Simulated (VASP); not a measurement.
BePd, 2 atoms in the cell. Symmetry: R-3m, No. 166, trigonal system. Conventional cell: a = 4.076 Å, b = 4.076 Å, c = 4.642 Å, α = 90.00°, β = 90.00°, γ = 120.00°. Within 3.1 Å of Be (site symmetry -3m) lie 8 Pd at 2.32 to 2.48 Å and 6 Be at 2.82 Å. Within 3.1 Å of Pd (site symmetry -3m) lie 8 Be at 2.32 to 2.48 Å and 6 Pd at 2.82 Å.  This cell differs from its parent crystal: ratio of the length along [111] to the lengths across it x 0.93, volume and fractional coordinates fixed.

```yaml
Program: VASP 6.6.1
Task: single point
Functional: PBEsol
Potentials_or_basis: VASP PAW PBE potentials, release 64 (Be, Pd)
Cutoff: 520 eV
k_mesh: 18 × 18 × 18
Occupations: gaussian, width 0.15 eV
Spin: no spin polarisation
Dipole_correction: no
Further_INCAR_settings: ALGO = Fast; EDIFF = 1e-06; NBANDS = 13
```

Potentials or basis: VASP PAW PBE potentials, release 64 (Be, Pd).

Command:

```bash
$ cat potpaw_PBE.64/Be/POTCAR potpaw_PBE.64/Pd/POTCAR > POTCAR
$ mpirun -np 1 vasp_std > vasp.out
```

Hardware: 1 thread of Intel Xeon 8259CL, with other jobs on the host.

Task: How long does it take, and how much memory?

Result: It took 2.3 min on 1 thread of Intel Xeon 8259CL, with other jobs on the host, peak memory 0.29 GiB. Counts: scf iterations 12, k points 580.
